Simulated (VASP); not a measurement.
# Zr (P6_3/mmc) in VASP: settings compared

The runs below take Zr through single point, relaxation of cell and atoms, with RPBE, PBEsol+D4, RPBE+D3(BJ), HSE06.

All numbers are computed with VASP 6.6.1; they aren't measurements. Logs are shortened: lines on timing, memory, paths and dates and some standing lists are left out, and cuts for length are marked.

## 1. The cell of the first run

Symmetry: P6_3/mmc, No. 194, hexagonal system. The conventional cell has a = 3.256 Å, b = 3.256 Å, c = 5.216 Å, α = 90.00°, β = 90.00°, γ = 120.00°. Zr (site symmetry -6m2) has 12 Zr at 3.22 to 3.26 Å within 4.2 Å.

## 2. Single point, RPBE

File INCAR:

```
SYSTEM = Zr
PREC = Accurate
ENCUT = 520
EDIFF = 1E-6
ISMEAR = -1
SIGMA = 0.05
LREAL = .FALSE.
LASPH = .TRUE.
NELM = 100
ALGO = Normal
ISIF = 2
LWAVE = .FALSE.
LCHARG = .FALSE.
GGA = RP
NBANDS = 19
```

File KPOINTS:

```
Automatic mesh
0
G
  9 9 5
  0 0 0
```

File POSCAR:

```
Zr
1.0
    3.2564190212      0.0000000000      0.0000000000
   -1.6282095106      2.8201415977      0.0000000000
    0.0000000000      0.0000000000      5.2161755159
Zr
2
Direct
    0.6666666667      0.3333333333      0.7500000000
    0.3333333333      0.6666666667      0.2500000000
```

Potentials or basis: VASP PAW PBE potentials, release 64 (Zr_sv).

Run with:

```console
$ cat potpaw_PBE.64/Zr_sv/POTCAR > POTCAR
$ mpirun -np 1 vasp_std > vasp.out
```

OUTCAR:

```text
SYSTEM = Zr
   PREC = Accurate
   ENCUT = 520
   EDIFF = 1E-6
   ISMEAR = -1
   LREAL = .FALSE.
   LASPH = .TRUE.
   NELM = 100
   ISIF = 2
   GGA = RP

 ion  position               nearest neighbor table
   1  0.667  0.333  0.750-   2 3.22   2 3.22   2 3.22   2 3.22   2 3.22   2 3.22
   2  0.333  0.667  0.250-   1 3.22   1 3.22   1 3.22   1 3.22   1 3.22   1 3.22

  LATTYP: Found a hexagonal cell.
 ALAT       =     3.2564190212
 C/A-ratio  =     1.6018133668

  Lattice vectors:

 A1 = (   3.2564190212,   0.0000000000,   0.0000000000)
 A2 = (  -1.6282095106,   2.8201415977,   0.0000000000)
 A3 = (   0.0000000000,   0.0000000000,   5.2161755159)

Analysis of symmetry for initial positions (statically):
=====================================================================
 Subroutine PRICEL returns:
 Original cell was already a primitive cell.

 Routine SETGRP: Setting up the symmetry group for a
 hexagonal supercell.

 Subroutine GETGRP returns: Found 24 space group operations
 (whereof 12 operations were pure point group operations)
 out of a pool of 24 trial point group operations.

The static configuration has the point symmetry D_3d.
 The point group associated with its full space group is D_6h.

Analysis of symmetry for dynamics (positions and initial velocities):
=====================================================================
 Subroutine PRICEL returns:
 Original cell was already a primitive cell.

 Routine SETGRP: Setting up the symmetry group for a
 hexagonal supercell.

 Subroutine GETGRP returns: Found 24 space group operations
 (whereof 12 operations were pure point group operations)
 out of a pool of 24 trial point group operations.

The dynamic configuration has the point symmetry D_3d.
 The point group associated with its full space group is D_6h.

 Subroutine INISYM returns: Found 24 space group operations
 (whereof 12 operations are pure point group operations),
 and found     1 'primitive' translations

----------------------------------------------------------------------------------------

                                     Primitive cell

  volume of cell :      47.9031

  direct lattice vectors                    reciprocal lattice vectors
     3.256419021  0.000000000  0.000000000     0.307085788  0.177296062  0.000000000
    -1.628209511  2.820141598  0.000000000     0.000000000  0.354592124  0.000000000
     0.000000000  0.000000000  5.216175516     0.000000000  0.000000000  0.191711340

  length of vectors
     3.256419021  3.256419021  5.216175516     0.354592124  0.354592124  0.191711340

  position of ions in fractional coordinates (direct lattice)
     0.666666667  0.333333333  0.750000000
     0.333333333  0.666666667  0.250000000

  ion indices of the primitive-cell ions
   primitive index   ion index
                 1           1
                 2           2

----------------------------------------------------------------------------------------

 KPOINTS: Automatic mesh

Automatic generation of k-mesh.
 Grid dimensions read from file:
 generate k-points for:    9    9    5

 Generating k-lattice:

  Cartesian coordinates                     Fractional coordinates (reciprocal lattice)
     0.034120643  0.019699562  0.000000000     0.111111111  0.000000000  0.000000000
     0.000000000  0.039399125  0.000000000     0.000000000  0.111111111  0.000000000
     0.000000000  0.000000000  0.038342268     0.000000000  0.000000000  0.200000000

  Length of vectors
     0.039399125  0.039399125  0.038342268

  Shift w.r.t. Gamma in fractional coordinates (k-lattice)
     0.000000000  0.000000000  0.000000000

 Subroutine IBZKPT returns following result:
 ===========================================

 Found     36 irreducible k-points:

 Following reciprocal coordinates:
            Coordinates               Weight
  0.000000  0.000000  0.000000      1.000000
  0.111111  0.000000  0.000000      6.000000
  0.222222  0.000000  0.000000      6.000000
  0.333333  0.000000  0.000000      6.000000
  0.444444  0.000000  0.000000      6.000000
  0.111111  0.111111  0.000000      6.000000
[... 16 lines left out ...]
  0.333333  0.222222  0.200000     24.000000
  0.333333  0.333333  0.200000      4.000000
 [... further k-points ...]
   k-points           NKPTS =     36   k-points in BZ     NKDIM =     36   number of bands    NBANDS=     19
   number of dos      NEDOS =    301   number of ions     NIONS =      2
   total plane-waves  NPLWV =  23040
   dimension x,y,z NGX =    24 NGY =   24 NGZ =   40
   dimension x,y,z NGXF=    48 NGYF=   48 NGZF=   80
   ions per type =               2
   NGX,Y,Z   is equivalent  to a cutoff of  12.25, 12.25, 12.75 a.u.
   NGXF,Y,Z  is equivalent  to a cutoff of  24.50, 24.50, 25.50 a.u.
 SYSTEM =  Zr
   PREC   = accura    normal or accurate (medium, high low for compatibility)
   ISTART =      0    job   : 0-new  1-cont  2-samecut
   ICHARG =      2    charge: 1-file 2-atom 10-const
   ISPIN  =      1    spin polarized calculation?
   LNONCOLLINEAR =      F non collinear calculations
   LSORBIT =      F    spin-orbit coupling
   LASPH  =      T    aspherical Exc in radial PAW
   ENCUT  =  520.0 eV  38.22 Ry    6.18 a.u.   6.05  6.05  9.70*2*pi/ulx,y,z
   NELM   =    100;   NELMIN=  2; NELMDL= -5     # of ELM steps
   EDIFF  = 0.1E-05   stopping-criterion for ELM
   LREAL  =      F    real-space projection
   EDIFFG = 0.1E-04   stopping-criterion for IOM
   NSW    =      0    number of steps for IOM
   IBRION =     -1    ionic relax: 0-MD 1-quasi-New 2-CG
   NFREE  =      0    steps in history (QN), initial steepest desc. (CG)
   ISIF   =      2    stress and relaxation
   ISYM   =      2    0-nonsym 1-usesym 2-fastsym
   POTIM  = 0.5000    time-step for ionic-motion
   TEBEG  =    0.0;   TEEND  =   0.0 temperature during run
   PSTRESS=    0.0 pullay stress
   NELECT =      24.0000    total number of electrons
   NUPDOWN=      -1.0000    fix difference up-down
   EMIN   =  10.00;   EMAX   =-10.00  energy-range for DOS
   EFERMI =   0.00;   METHOD = LEGACY
   ISMEAR =    -1;   SIGMA  =   0.05  broadening in eV -4-tet -1-fermi 0-gaus
   EFERMI_NEDOS =   21; number of points for ismear=-14 and -15
   IALGO  =     38    algorithm
   IMIX   =      4    mixing-type and parameters
     AMIX     =   0.40;   BMIX     =  1.00
     AMIX_MAG =   1.60;   BMIX_MAG =  1.00
  volume/ion in A,a.u.               =      23.95       161.63
  Fermi-wavevector in a.u.,A,eV,Ry     =   1.300242  2.457101 23.002399  1.690629
  Thomas-Fermi vector in A             =   2.431453
   LORBIT       =      0    0 simple, 1 ext, 2 COOP (PROOUT), +10 PAW based schemes
   GGA     = RP    functional components
   LHFCALC =     F    Hartree Fock is set to
   AEXX    =    0.0000 exact exchange contribution
   IVDW    =     0    specifies the selected vdW correction
   LEPSILON=     F    determine dielectric tensor
   LRPA    =     F    only Hartree local field effects (RPA)
 non-spin polarized calculation
  energy-cutoff  :      520.00
  volume of cell :       47.90
 maximum number of plane-waves:      1308
   NGX = 13   NGY = 13   NGZ = 19

 number of electron      24.0000001 magnetization

 Free energy of the ion-electron system (eV)
  ---------------------------------------------------
  ext. energy  EPLUGINS =         0.00000000
  ---------------------------------------------------
  free energy    TOTEN  =       -16.20795983 eV

  energy without entropy =      -16.19321765  energy(sigma->0) =      -16.20058874

 E-fermi :   8.7765     XC(G=0): -10.8785

 val. band max:        8.7467411913   @ k =   0.0000   0.0000   0.4000
 cond. band min:       8.8187861779   @ k =   0.1111   0.0000   0.4000
 fundamental gap:      0.0720449866
 Fermi energy:         8.7765456141

 k-point     1 :       0.0000    0.0000    0.0000
  band No.  band energies     occupation
      1     -40.1606      2.00000
      2     -40.0271      2.00000
      3     -18.6258      2.00000
      4     -17.8329      2.00000
      5     -17.8329      2.00000
      6     -17.7233      2.00000
[... 11 lines left out ...]
     18      10.9009      0.00000
     19      13.0737      0.00000

 k-point     2 :       0.1111    0.0000    0.0000
  band No.  band energies     occupation
      1     -40.1483      2.00000
      2     -40.0218      2.00000
      3     -18.5920      2.00000
      4     -17.9079      2.00000
      5     -17.8572      2.00000
      6     -17.7851      2.00000
[... 11 lines left out ...]
     18      10.6306      0.00000
     19      13.2626      0.00000

 k-point     3 :       0.2222    0.0000    0.0000
  band No.  band energies     occupation
      1     -40.1159      2.00000
      2     -40.0096      2.00000
      3     -18.4986      2.00000
      4     -18.0976      2.00000
      5     -17.9731      2.00000
      6     -17.9155      2.00000
[... 11 lines left out ...]
     18      11.4017      0.00000
     19      13.5717      0.00000

 k-point     4 :       0.3333    0.0000    0.0000
  band No.  band energies     occupation
      1     -40.0757      2.00000
      2     -39.9987      2.00000
      3     -18.3704      2.00000
      4     -18.3123      2.00000
      5     -18.1749      2.00000
      6     -17.9782      2.00000
[... 11 lines left out ...]
     18      12.5612      0.00000
     19      13.7729      0.00000

 k-point     5 :       0.4444    0.0000    0.0000
  band No.  band energies     occupation
      1     -40.0449      2.00000
      2     -39.9960      2.00000
      3     -18.4511      2.00000
      4     -18.3011      2.00000
      5     -18.2560      2.00000
      6     -18.0177      2.00000
[... 11 lines left out ...]
     18      13.8122      0.00000
     19      13.8549      0.00000
[... 334 lines left out ...]
      2     -40.0005      2.00000
      3     -18.4962      2.00000
      4     -18.3672      2.00000
      5     -18.1477      2.00000
      6     -18.0236      2.00000
[... 11 lines left out ...]
     18      13.6954      0.00000
     19      14.4894      0.00000

 k-point    22 :       0.2222    0.2222    0.2000
  band No.  band energies     occupation
      1     -40.0502      2.00000
      2     -40.0017      2.00000
      3     -18.3934      2.00000
      4     -18.3169      2.00000
      5     -18.1223      2.00000
      6     -18.0681      2.00000
[... 11 lines left out ...]
     18      13.2787      0.00000
     19      14.1360      0.00000

 k-point    23 :       0.3333    0.2222    0.2000
  band No.  band energies     occupation
      1     -40.0253      2.00000
      2     -40.0009      2.00000
      3     -18.4146      2.00000
      4     -18.3356      2.00000
      5     -18.1911      2.00000
      6     -18.0585      2.00000
[... 11 lines left out ...]
     18      13.6439      0.00000
     19      15.0360      0.00000

 k-point    24 :       0.3333    0.3333    0.2000
  band No.  band energies     occupation
      1     -40.0086      2.00000
      2     -40.0086      2.00000
      3     -18.3198      2.00000
      4     -18.3128      2.00000
      5     -18.3128      2.00000
      6     -18.0901      2.00000
[... 11 lines left out ...]
     18      13.0119      0.00000
     19      15.3118      0.00000

 [... further k-points ...]

------------------------ aborting loop because EDIFF is reached ----------------------------------------

  FORCE on cell =-STRESS in cart. coord.  units (eV):
  Direction    XX          YY          ZZ          XY          YZ          ZX
  --------------------------------------------------------------------------------------
  -------------------------------------------------------------------------------------
  Total       -0.0077986     -0.0077986      0.0003920     -0.0000000      0.0000000      0.0000000
  in kB       -0.2608341     -0.2608341      0.0131125     -0.0000000      0.0000000      0.0000000
  external PRESSURE =      -0.1695186 kB  Pullay stress =       0.0000000 kB

 VOLUME and BASIS-vectors are now :
 -----------------------------------------------------------------------------
  energy-cutoff  :      520.00
  volume of cell :       47.90
      direct lattice vectors                 reciprocal lattice vectors
     3.256419021  0.000000000  0.000000000     0.307085788  0.177296062  0.000000000
    -1.628209511  2.820141598  0.000000000     0.000000000  0.354592124  0.000000000
     0.000000000  0.000000000  5.216175516     0.000000000  0.000000000  0.191711340

 POSITION                                       TOTAL-FORCE (eV/Angst)
 -----------------------------------------------------------------------------------
      1.62821      0.94005      3.91213         0.000000      0.000000      0.000000
     -0.00000      1.88009      1.30404        -0.000000     -0.000000      0.000000
 -----------------------------------------------------------------------------------
    total drift:                               -0.000000      0.000000     -0.000000

  FREE ENERGIE OF THE ION-ELECTRON SYSTEM (eV)
  ---------------------------------------------------
  free  energy   TOTEN  =       -16.2079598251 eV

  energy  without entropy=      -16.1932176456  energy(sigma->0) =      -16.20058874
```

Run time: 31 s. Hardware: 1 thread of Intel Xeon 8259CL, shared host; peak memory 0.17 GiB.

Results:

* Free energy: -16.2080 eV
* Pressure: 0.0 GPa
* Band gap on the k mesh: zero (bands 12 and 13 overlap by 1.15 eV)

Caveat: the PAW data sets were made with another functional, which shifts forces and pressure a little.

[end of part 1 of 2]
